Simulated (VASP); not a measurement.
# SrO in VASP: further runs, part 2 of 2

VASP 6.6.1. The steps go on from the part before.

### 3 Single point, PBEsol, non-collinear spin, zero start, spin-orbit coupling (atom 1 moved by [0.01, 0.01, 0.01] A)

Contents of INCAR:

```
SYSTEM = SrO
  PREC = Accurate
  ENCUT = 520
  EDIFF = 1E-6
  ISMEAR = 0
  SIGMA = 0.01
  LREAL = .FALSE.
  LASPH = .TRUE.
  NELM = 150
  ALGO = Normal
  ISIF = 2
  LWAVE = .FALSE.
  LCHARG = .TRUE.
  LNONCOLLINEAR = .TRUE.
  MAGMOM = 0 0 0 0 0 0
  LORBIT = 11
  LSORBIT = .TRUE.
  GGA_COMPAT = .FALSE.
  LORBMOM = .TRUE.
  GGA = PS
  LVHAR = .TRUE.
  NBANDS = 28
```

Contents of KPOINTS:

```
Automatic mesh
0
G
  8 8 8
  0 0 0
```

Contents of POSCAR:

```
SrO
1.0
    0.0000000000      2.5614439114      2.5614439114
    2.5614439114      0.0000000000      2.5614439114
    2.5614439114      2.5614439114      0.0000000000
Sr O
1 1
Direct
    0.5019520240      0.5019520240      0.5019520240
    0.0000000000      0.0000000000      0.0000000000
```

Potentials or basis: VASP PAW PBE potentials, release 64 (Sr_sv, O).

On the command line:

```console
$ cat potpaw_PBE.64/Sr_sv/POTCAR potpaw_PBE.64/O/POTCAR > POTCAR
$ mpirun -np 1 vasp_ncl > vasp.out
```

OUTCAR:

```text
SYSTEM = SrO
   PREC = Accurate
   ENCUT = 520
   EDIFF = 1E-6
   ISMEAR = 0
   LREAL = .FALSE.
   LASPH = .TRUE.
   NELM = 150
   ISIF = 2
   LNONCOLLINEAR = .TRUE.
   LORBIT = 11
   LSORBIT = .TRUE.
   GGA = PS

 ion  position               nearest neighbor table
   1  0.502  0.502  0.502-   2 2.55   2 2.55   2 2.55   2 2.57   2 2.57   2 2.57
   2  0.000  0.000  0.000-   1 2.55   1 2.55   1 2.55   1 2.57   1 2.57   1 2.57

  LATTYP: Found a face centered cubic cell.
 ALAT       =     5.1228878228

  Lattice vectors:

 A1 = (   0.0000000000,   2.5614439114,   2.5614439114)
 A2 = (   2.5614439114,   0.0000000000,   2.5614439114)
 A3 = (   2.5614439114,   2.5614439114,   0.0000000000)

Analysis of symmetry for initial positions (statically):
=====================================================================
 Subroutine PRICEL returns:
 Original cell was already a primitive cell.

 Routine SETGRP: Setting up the symmetry group for a
 face centered cubic supercell.

 Subroutine GETGRP returns: Found  6 space group operations
 (whereof  6 operations were pure point group operations)
 out of a pool of 48 trial point group operations.

The static configuration has the point symmetry C_3v.

Analysis of symmetry for dynamics (positions and initial velocities):
=====================================================================
 Subroutine PRICEL returns:
 Original cell was already a primitive cell.

 Routine SETGRP: Setting up the symmetry group for a
 face centered cubic supercell.

 Subroutine GETGRP returns: Found  6 space group operations
 (whereof  6 operations were pure point group operations)
 out of a pool of 48 trial point group operations.

The dynamic configuration has the point symmetry C_3v.

Analysis of structural, dynamic, and magnetic symmetry:
=====================================================================
 Subroutine PRICEL returns:
 Original cell was already a primitive cell.

 Routine SETGRP: Setting up the symmetry group for a
 face centered cubic supercell.

[... 955 lines left out ...]
  1         0.000  -0.000  -0.000
  2        -0.000   0.000  -0.000
 ----------------------------------------
            0.000  -0.000  -0.000

 orbital moment (z)

 # of ion     p       d       tot
 ----------------------------------------
  1         0.000   0.000   0.000
  2        -0.000   0.000  -0.000
 ----------------------------------------
            0.000   0.000   0.000

 Spin-Orbit-Coupling matrix elements

 Ion:    1  E_soc:     -0.1769144
 l=   1
     0.0000000    -0.0294588    -0.0294588
    -0.0294588     0.0000000    -0.0294588
    -0.0294588    -0.0294588     0.0000000
 l=   2
     0.0000000    -0.0000017     0.0000000    -0.0000017    -0.0000252
    -0.0000017     0.0000000    -0.0000189    -0.0000017    -0.0000063
     0.0000000    -0.0000189     0.0000000    -0.0000189     0.0000000
    -0.0000017    -0.0000017    -0.0000189     0.0000000    -0.0000063
    -0.0000252    -0.0000063     0.0000000    -0.0000063     0.0000000
 l=   3
     0.0000000     0.0000000     0.0000000     0.0000000     0.0000000     0.0000000     0.0000000
     0.0000000     0.0000000     0.0000000     0.0000000     0.0000000     0.0000000     0.0000000
     0.0000000     0.0000000     0.0000000     0.0000000     0.0000000     0.0000000     0.0000000
     0.0000000     0.0000000     0.0000000     0.0000000     0.0000000     0.0000000     0.0000000
     0.0000000     0.0000000     0.0000000     0.0000000     0.0000000     0.0000000     0.0000000
     0.0000000     0.0000000     0.0000000     0.0000000     0.0000000     0.0000000     0.0000000
     0.0000000     0.0000000     0.0000000     0.0000000     0.0000000     0.0000000     0.0000000

 Ion:    2  E_soc:     -0.0003230
 l=   1
     0.0000000    -0.0000538    -0.0000538
    -0.0000538     0.0000000    -0.0000538
    -0.0000538    -0.0000538     0.0000000
 l=   2
     0.0000000     0.0000000     0.0000000     0.0000000     0.0000000
     0.0000000     0.0000000     0.0000000     0.0000000     0.0000000
     0.0000000     0.0000000     0.0000000     0.0000000     0.0000000
     0.0000000     0.0000000     0.0000000     0.0000000     0.0000000
     0.0000000     0.0000000     0.0000000     0.0000000     0.0000000
 l=   3
     0.0000000     0.0000000     0.0000000     0.0000000     0.0000000     0.0000000     0.0000000
     0.0000000     0.0000000     0.0000000     0.0000000     0.0000000     0.0000000     0.0000000
     0.0000000     0.0000000     0.0000000     0.0000000     0.0000000     0.0000000     0.0000000
     0.0000000     0.0000000     0.0000000     0.0000000     0.0000000     0.0000000     0.0000000
     0.0000000     0.0000000     0.0000000     0.0000000     0.0000000     0.0000000     0.0000000
     0.0000000     0.0000000     0.0000000     0.0000000     0.0000000     0.0000000     0.0000000
     0.0000000     0.0000000     0.0000000     0.0000000     0.0000000     0.0000000     0.0000000

 total charge

# of ion       s       p       d       tot
------------------------------------------
    1        2.017   5.805   0.266   8.088
    2        1.548   3.405   0.000   4.954
--------------------------------------------------
tot          3.565   9.211   0.266  13.042

 magnetization (x)

# of ion       s       p       d       tot
------------------------------------------
    1       -0.000   0.000   0.000  -0.000
    2        0.000   0.000   0.000   0.000
--------------------------------------------------
tot          0.000   0.000   0.000   0.000

 magnetization (y)

# of ion       s       p       d       tot
------------------------------------------
    1        0.000   0.000   0.000   0.000
    2        0.000   0.000   0.000   0.000
--------------------------------------------------
tot          0.000   0.000   0.000   0.000

 magnetization (z)

# of ion       s       p       d       tot
------------------------------------------
    1       -0.000   0.000   0.000  -0.000
    2        0.000   0.000   0.000   0.000
--------------------------------------------------
tot          0.000   0.000   0.000   0.000
```

OSZICAR:

```text
N       E                     dE             d eps       ncg     rms          rms(c)
DAV:   1     0.806688303331E+02    0.80669E+02   -0.79096E+03  6720   0.109E+03
DAV:   2    -0.937927036169E+01   -0.90048E+02   -0.84064E+02  8572   0.256E+02
DAV:   3    -0.145461643904E+02   -0.51669E+01   -0.51225E+01 10056   0.514E+01
DAV:   4    -0.147047195485E+02   -0.15856E+00   -0.15838E+00  8804   0.682E+00
DAV:   5    -0.147059805356E+02   -0.12610E-02   -0.12609E-02  8568   0.671E-01    0.233E+01
DAV:   6    -0.128632252234E+02    0.18428E+01   -0.59826E+00  6996   0.199E+01    0.243E+01
DAV:   7    -0.127509338982E+02    0.11229E+00   -0.53081E-01  8092   0.591E+00    0.145E+01
DAV:   8    -0.127268030795E+02    0.24131E-01   -0.14566E-01  7536   0.373E+00    0.225E+00
DAV:   9    -0.127263463675E+02    0.45671E-03   -0.71983E-03  9972   0.647E-01    0.301E-01
DAV:  10    -0.127266047546E+02   -0.25839E-03   -0.78623E-04  7832   0.215E-01    0.158E-01
DAV:  11    -0.127268615545E+02   -0.25680E-03   -0.19828E-04  6972   0.135E-01    0.237E-02
DAV:  12    -0.127268675530E+02   -0.59985E-05   -0.22090E-05  8836   0.418E-02    0.131E-02
DAV:  13    -0.127268693743E+02   -0.18213E-05   -0.32422E-06  7460   0.174E-02    0.804E-03
DAV:  14    -0.127268692540E+02    0.12029E-06   -0.26945E-07  4736   0.513E-03
   1 F= -.12726869E+02 E0= -.12726869E+02  d E =-.103371E-11  mag=    -0.0000     0.0000    -0.0000
```

Run time: 5.2 min. Hardware: 1 thread of Intel Xeon Platinum 8259CL at 2.50GHz (Skylake/Cascade Lake), shared host; peak memory 0.35 GiB.

Results:

| Quantity | Value |
| --- | --- |
| Free energy | -12.7269 eV |
| Pressure | 0.6 GPa |
| Largest force | 0.038 eV/Å |
| Net moment | 0.00 μB per cell |
| Valence electrons inside the program's atomic spheres | Sr 8.09; O 4.95 |

Forces on the atoms (eV/Å):
```
Sr  -0.022 -0.022 -0.022
O    0.022  0.022  0.022
```

Moments on the atoms (μB; x, y, z):
```
Sr  0.00 0.00 0.00
O   0.00 0.00 0.00
```

Caveat: the cell differs from its parent crystal (atom 1 moved by [0.01, 0.01, 0.01] A); the PAW data sets were made with another functional, which shifts forces and pressure a little.

### 4 Single point, PBEsol, non-collinear spin, zero start, spin-orbit coupling (atom 1 moved by [-0.01, -0.01, -0.01] A)

Contents of INCAR:

```
SYSTEM = SrO
ALGO = Normal ; EDIFF = 1E-7
ENCUT = 520 ; GGA = PS
GGA_COMPAT = .FALSE. ; ISIF = 2
ISMEAR = 0 ; LASPH = .TRUE.
LCHARG = .TRUE. ; LORBIT = 11
LORBMOM = .TRUE. ; LREAL = .FALSE.
LSORBIT = .TRUE. ; LVHAR = .TRUE.
LWAVE = .FALSE. ; MAGMOM = 0 0 0 0 0 0
NBANDS = 28 ; NELM = 150
PREC = Accurate ; SIGMA = 0.01
```

Contents of KPOINTS:

```
k-points
0
G
  8 8 8
  0 0 0
```

Edit POSCAR of step 3 so:

```diff
@@ -8,3 +8,3 @@
 Direct
-    0.5019520240      0.5019520240      0.5019520240
+    0.4980479760      0.4980479760      0.4980479760
     0.0000000000      0.0000000000      0.0000000000
```

Potentials or basis: VASP PAW PBE potentials, release 64 (Sr_sv, O).

On the command line:

```console
$ cat potpaw_PBE.64/Sr_sv/POTCAR potpaw_PBE.64/O/POTCAR > POTCAR
$ mpirun -np 1 vasp_ncl > vasp.out
```

OUTCAR:

```text
SYSTEM = SrO
   EDIFF = 1E-7
   ENCUT = 520
   GGA = PS
   ISIF = 2
   ISMEAR = 0
   LASPH = .TRUE.
   LORBIT = 11
   LREAL = .FALSE.
   LSORBIT = .TRUE.
   NELM = 150
   PREC = Accurate

 ion  position               nearest neighbor table
   1  0.498  0.498  0.498-   2 2.55   2 2.55   2 2.55   2 2.57   2 2.57   2 2.57
   2  0.000  0.000  0.000-   1 2.55   1 2.55   1 2.55   1 2.57   1 2.57   1 2.57

  LATTYP: Found a face centered cubic cell.
 ALAT       =     5.1228878228

  Lattice vectors:

 A1 = (   0.0000000000,   2.5614439114,   2.5614439114)
 A2 = (   2.5614439114,   0.0000000000,   2.5614439114)
 A3 = (   2.5614439114,   2.5614439114,   0.0000000000)

Analysis of symmetry for initial positions (statically):
=====================================================================
 Subroutine PRICEL returns:
 Original cell was already a primitive cell.

 Routine SETGRP: Setting up the symmetry group for a
 face centered cubic supercell.

 Subroutine GETGRP returns: Found  6 space group operations
 (whereof  6 operations were pure point group operations)
 out of a pool of 48 trial point group operations.

The static configuration has the point symmetry C_3v.

Analysis of symmetry for dynamics (positions and initial velocities):
=====================================================================
 Subroutine PRICEL returns:
 Original cell was already a primitive cell.

 Routine SETGRP: Setting up the symmetry group for a
 face centered cubic supercell.

 Subroutine GETGRP returns: Found  6 space group operations
 (whereof  6 operations were pure point group operations)
 out of a pool of 48 trial point group operations.

The dynamic configuration has the point symmetry C_3v.

Analysis of structural, dynamic, and magnetic symmetry:
=====================================================================
 Subroutine PRICEL returns:
 Original cell was already a primitive cell.

 Routine SETGRP: Setting up the symmetry group for a
 face centered cubic supercell.

 Subroutine GETGRP returns: Found  6 space group operations
 (whereof  6 operations were pure point group operations)
 out of a pool of 48 trial point group operations.

The overall configuration has the point symmetry C_3v.

 Subroutine INISYM returns: Found  6 space group operations
 (whereof  6 operations are pure point group operations),
 and found     1 'primitive' translations

----------------------------------------------------------------------------------------

                                     Primitive cell

  volume of cell :      33.6112

  direct lattice vectors                    reciprocal lattice vectors
     0.000000000  2.561443911  2.561443911    -0.195202400  0.195202400  0.195202400
     2.561443911  0.000000000  2.561443911     0.195202400 -0.195202400  0.195202400
     2.561443911  2.561443911  0.000000000     0.195202400  0.195202400 -0.195202400

  length of vectors
     3.622428719  3.622428719  3.622428719     0.338100475  0.338100475  0.338100475

  position of ions in fractional coordinates (direct lattice)
     0.498047976  0.498047976  0.498047976
     0.000000000  0.000000000  0.000000000

  ion indices of the primitive-cell ions
   primitive index   ion index
                 1           1
[... 884 lines left out ...]
  -------------------------------------------------------------------------------------
  Total        0.1278124      0.1278124      0.1278124     -0.0003226     -0.0003226     -0.0003226
  in kB        6.0925467      6.0925467      6.0925467     -0.0153773     -0.0153773     -0.0153773
  external PRESSURE =       6.0925467 kB  Pullay stress =       0.0000000 kB

 VOLUME and BASIS-vectors are now :
 -----------------------------------------------------------------------------
  energy-cutoff  :      520.00
  volume of cell :       33.61
      direct lattice vectors                 reciprocal lattice vectors
     0.000000000  2.561443911  2.561443911    -0.195202400  0.195202400  0.195202400
     2.561443911  0.000000000  2.561443911     0.195202400 -0.195202400  0.195202400
     2.561443911  2.561443911  0.000000000     0.195202400  0.195202400 -0.195202400

 POSITION                                       TOTAL-FORCE (eV/Angst)
 -----------------------------------------------------------------------------------
      2.55144      2.55144      2.55144         0.021990      0.021990      0.021990
      0.00000      0.00000      0.00000        -0.021990     -0.021990     -0.021990
 -----------------------------------------------------------------------------------
    total drift:                                0.000022      0.000022      0.000022

  FREE ENERGIE OF THE ION-ELECTRON SYSTEM (eV)
  ---------------------------------------------------
  free  energy   TOTEN  =       -12.7268692831 eV

  energy  without entropy=      -12.7268692831  energy(sigma->0) =      -12.72686928

 orbital moment (x)

 # of ion     p       d       tot
 ----------------------------------------
  1        -0.000   0.000  -0.000
  2         0.000   0.000   0.000
 ----------------------------------------
           -0.000   0.000  -0.000

 orbital moment (y)

 # of ion     p       d       tot
 ----------------------------------------
  1        -0.000  -0.000  -0.000
  2         0.000   0.000   0.000
 ----------------------------------------
           -0.000  -0.000  -0.000

 orbital moment (z)

 # of ion     p       d       tot
 ----------------------------------------
  1         0.000   0.000   0.000
  2         0.000   0.000   0.000
 ----------------------------------------
            0.000   0.000   0.000

 Spin-Orbit-Coupling matrix elements

 Ion:    1  E_soc:     -0.1769167
 l=   1
     0.0000000    -0.0294592    -0.0294592
    -0.0294592     0.0000000    -0.0294592
    -0.0294592    -0.0294592     0.0000000
 l=   2
     0.0000000    -0.0000017     0.0000000    -0.0000017    -0.0000252
    -0.0000017     0.0000000    -0.0000189    -0.0000017    -0.0000063
     0.0000000    -0.0000189     0.0000000    -0.0000189     0.0000000
    -0.0000017    -0.0000017    -0.0000189     0.0000000    -0.0000063
    -0.0000252    -0.0000063     0.0000000    -0.0000063     0.0000000
 l=   3
     0.0000000     0.0000000     0.0000000     0.0000000     0.0000000     0.0000000     0.0000000
     0.0000000     0.0000000     0.0000000     0.0000000     0.0000000     0.0000000     0.0000000
     0.0000000     0.0000000     0.0000000     0.0000000     0.0000000     0.0000000     0.0000000
     0.0000000     0.0000000     0.0000000     0.0000000     0.0000000     0.0000000     0.0000000
     0.0000000     0.0000000     0.0000000     0.0000000     0.0000000     0.0000000     0.0000000
     0.0000000     0.0000000     0.0000000     0.0000000     0.0000000     0.0000000     0.0000000
     0.0000000     0.0000000     0.0000000     0.0000000     0.0000000     0.0000000     0.0000000

 Ion:    2  E_soc:     -0.0003230
 l=   1
     0.0000000    -0.0000538    -0.0000538
    -0.0000538     0.0000000    -0.0000538
    -0.0000538    -0.0000538     0.0000000
 l=   2
     0.0000000     0.0000000     0.0000000     0.0000000     0.0000000
     0.0000000     0.0000000     0.0000000     0.0000000     0.0000000
     0.0000000     0.0000000     0.0000000     0.0000000     0.0000000
     0.0000000     0.0000000     0.0000000     0.0000000     0.0000000
     0.0000000     0.0000000     0.0000000     0.0000000     0.0000000
 l=   3
     0.0000000     0.0000000     0.0000000     0.0000000     0.0000000     0.0000000     0.0000000
     0.0000000     0.0000000     0.0000000     0.0000000     0.0000000     0.0000000     0.0000000
     0.0000000     0.0000000     0.0000000     0.0000000     0.0000000     0.0000000     0.0000000
     0.0000000     0.0000000     0.0000000     0.0000000     0.0000000     0.0000000     0.0000000
     0.0000000     0.0000000     0.0000000     0.0000000     0.0000000     0.0000000     0.0000000
     0.0000000     0.0000000     0.0000000     0.0000000     0.0000000     0.0000000     0.0000000
     0.0000000     0.0000000     0.0000000     0.0000000     0.0000000     0.0000000     0.0000000

 total charge

# of ion       s       p       d       tot
------------------------------------------
    1        2.017   5.805   0.266   8.088
    2        1.548   3.405   0.000   4.954
--------------------------------------------------
tot          3.565   9.211   0.266  13.042

 magnetization (x)

# of ion       s       p       d       tot
------------------------------------------
    1       -0.000   0.000   0.000  -0.000
    2        0.000   0.000   0.000   0.000
--------------------------------------------------
tot         -0.000   0.000   0.000  -0.000

 magnetization (y)

# of ion       s       p       d       tot
------------------------------------------
    1        0.000   0.000   0.000   0.000
    2        0.000  -0.000   0.000  -0.000
--------------------------------------------------
tot          0.000   0.000   0.000   0.000

 magnetization (z)

# of ion       s       p       d       tot
------------------------------------------
    1       -0.000   0.000   0.000   0.000
    2        0.000  -0.000   0.000  -0.000
--------------------------------------------------
tot          0.000  -0.000   0.000  -0.000
```

OSZICAR:

```text
N       E                     dE             d eps       ncg     rms          rms(c)
DAV:   1     0.806772730079E+02    0.80677E+02   -0.79093E+03  6720   0.109E+03
DAV:   2    -0.938713763332E+01   -0.90064E+02   -0.84182E+02  8568   0.256E+02
DAV:   3    -0.145532569759E+02   -0.51661E+01   -0.51218E+01 10084   0.513E+01
DAV:   4    -0.147045982567E+02   -0.15134E+00   -0.15118E+00  8752   0.679E+00
DAV:   5    -0.147059812578E+02   -0.13830E-02   -0.13829E-02  8588   0.670E-01    0.233E+01
DAV:   6    -0.128630619774E+02    0.18429E+01   -0.59826E+00  7008   0.199E+01    0.243E+01
DAV:   7    -0.127509447101E+02    0.11212E+00   -0.53174E-01  8064   0.591E+00    0.145E+01
DAV:   8    -0.127268178024E+02    0.24127E-01   -0.14578E-01  7544   0.373E+00    0.224E+00
DAV:   9    -0.127263467951E+02    0.47101E-03   -0.71766E-03  9960   0.647E-01    0.300E-01
DAV:  10    -0.127266052276E+02   -0.25843E-03   -0.79324E-04  7876   0.216E-01    0.158E-01
DAV:  11    -0.127268616888E+02   -0.25646E-03   -0.19840E-04  6964   0.136E-01    0.238E-02
DAV:  12    -0.127268674115E+02   -0.57227E-05   -0.21774E-05  8820   0.415E-02    0.132E-02
DAV:  13    -0.127268693863E+02   -0.19748E-05   -0.34402E-06  7480   0.180E-02    0.813E-03
DAV:  14    -0.127268692527E+02    0.13358E-06   -0.34210E-07  8420   0.552E-03    0.429E-03
DAV:  15    -0.127268692831E+02   -0.30410E-07   -0.48009E-08  5444   0.278E-03
   1 F= -.12726869E+02 E0= -.12726869E+02  d E =-.785695E-12  mag=     0.0000    -0.0000     0.0000
```

Run time: 11 min. Hardware: 1 thread of Intel Xeon Platinum 8259CL at 2.50GHz (Skylake/Cascade Lake), shared host; peak memory 0.35 GiB.

What came out:

```
Free energy                                           : -12.7269 eV
Pressure                                              : 0.6 GPa
Largest force                                         : 0.038 eV/Å
Net moment                                            : 0.00 μB per cell
Valence electrons inside the program's atomic spheres : Sr 8.09; O 4.95
```

Forces in eV/Å, atoms in the order of the input:
```
Sr   0.022  0.022  0.022
O   -0.022 -0.022 -0.022
```

Moments on the atoms (μB; x, y, z):
```
Sr  0.00 0.00 0.00
O   0.00 0.00 0.00
```

Caveat: the cell differs from its parent crystal (atom 1 moved by [-0.01, -0.01, -0.01] A); the PAW data sets were made with another functional, which shifts forces and pressure a little.
